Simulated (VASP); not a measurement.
Wanted: the native input for a VASP 6.6.1 run.

```yaml
Task: single point
Functional: PBEsol
Potentials_or_basis: VASP PAW PBE potentials, release 64 (Cd)
Cutoff: 500 eV
k_mesh: 6 × 6 × 6
Occupations: gaussian, width 0.1 eV
Spin: no spin polarisation
Dipole_correction: no
Further_INCAR_settings: ALGO = Normal; EDIFF = 1e-06; NBANDS = 12
```

The structure of Cd lies in POSCAR:

```
Cd
1.0
   -1.8908159187      1.8908159187      1.8908159187
    1.8908159187     -1.8908159187      1.8908159187
    1.8908159187      1.8908159187     -1.8908159187
Cd
1
Direct
    0.0000000000      0.0000000000      0.0000000000
```

These files were run (other wordings do the same):

INCAR

```
SYSTEM = Cd
PREC     = Accurate       ! precision mode
ENCUT    = 500            ! plane-wave cutoff, eV
EDIFF    = 1E-6           ! SCF threshold, eV
ISMEAR   = 0              ! smearing method
SIGMA    = 0.1            ! smearing width, eV
LREAL    = .False.        ! projectors in reciprocal space
LASPH    = .True.         ! aspherical terms in the spheres
NELM     = 120            ! most SCF steps
ALGO     = Normal         ! electronic algorithm
ISIF     = 2              ! what is computed and relaxed
LWAVE    = .False.        ! write WAVECAR
LCHARG   = .False.        ! write CHGCAR
GGA      = PS             ! functional
NBANDS   = 12             ! bands
GGA_COMPAT= .False.
```

KPOINTS

```
regular mesh
0
Gamma
  6 6 6
  0 0 0
```

Potentials or basis: VASP PAW PBE potentials, release 64 (Cd).

Command:

```console
$ cat potpaw_PBE.64/Cd/POTCAR > POTCAR
$ mpirun -np 1 vasp_std > vasp.out
```

Results of the run:

```json
{"Pressure": "-5.7 GPa", "Band gap on the k mesh": "zero (band 6 reaches 4.56 eV, above the bottom of band 7 at 0.10 eV)"}
```

Caveat: the k points lie up to 0.39 Å⁻¹ apart; the PAW data sets were made with another functional, which shifts forces and pressure a little.

Run time: 7.7 s on 1 thread of Intel Xeon 8259CL, with other jobs on the host, peak memory 0.13 GiB.
